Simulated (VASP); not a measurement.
Input of a VASP 6.6.1 run:

Contents of POSCAR:

```
SnSe2
1.0
    3.9781553030      0.0000000000      0.0000000000
   -1.9890776515      3.4451835526      0.0000000000
    0.0000000000      0.0000000000      6.4761622269
Sn Se
1 2
Direct
    0.0000000000      0.0000000000      0.0000000000
    0.3333333333      0.6666666667      0.2367657858
    0.6666666667      0.3333333333      0.7632342142
```

INCAR.step1

```
ALGO     = Normal         # electronic algorithm
EDIFF    = 1E-4           # SCF threshold, eV
ENCUT    = 520            # plane-wave cutoff, eV
GGA      = PE             # functional
ISMEAR   = 0              # smearing method
LASPH    = True           # aspherical terms in the spheres
LCHARG   = False          # write CHGCAR
LREAL    = False          # projectors in reciprocal space
LWAVE    = True           # write WAVECAR
NBANDS   = 20             # bands
NELM     = 100            # most SCF steps
PREC     = Accurate       # precision mode
SIGMA    = 0.01           # smearing width, eV
```

Contents of INCAR.step2:

```
ALGO     = Normal         # electronic algorithm
EDIFF    = 1E-6           # SCF threshold, eV
ENCUT    = 520            # plane-wave cutoff, eV
ISIF     = 2              # what is computed and relaxed
ISMEAR   = 0              # smearing method
ISTART   = 1            
LASPH    = True           # aspherical terms in the spheres
LCHARG   = True           # write CHGCAR
LELF     = True           # ELF
LMIXTAU  = True         
LREAL    = False          # projectors in reciprocal space
LVHAR    = True         
LWAVE    = False          # write WAVECAR
METAGGA  = R2SCAN         # meta-GGA
NBANDS   = 20             # bands
NELM     = 100            # most SCF steps
PREC     = Accurate       # precision mode
SIGMA    = 0.01           # smearing width, eV
```

Contents of KPOINTS:

```
k-points
0
Gamma
  12 12 4
```

Potentials or basis: VASP PAW PBE potentials, release 64 (Sn_d, Se).

Run with:

```sh
$ cat potpaw_PBE.64/Sn_d/POTCAR potpaw_PBE.64/Se/POTCAR > POTCAR
$ cp INCAR.step1 INCAR
$ mpirun -np 1 vasp_std > vasp.out
$ cp INCAR.step2 INCAR
$ mpirun -np 1 vasp_std > vasp.out
```

Task: Predict the band gap on the k mesh.

Result: 0.99 eV (least direct gap 1.00 eV).

Task: Estimate the largest force.

Result: 0.010 eV/Å.

Task: Estimate the pressure.

Result: -2.7 GPa.

Stress tensor (GPa, compression positive):
```
-3.93  0.00  0.00
 0.00 -3.93  0.00
 0.00  0.00 -0.37
```

Caveat: the cell differs from its parent crystal (strain +4.0%); the PAW data sets were made with another functional, which shifts forces and pressure a little; spin-orbit coupling is left out, which moves the levels of the heavy elements. A k mesh can miss the band edges.
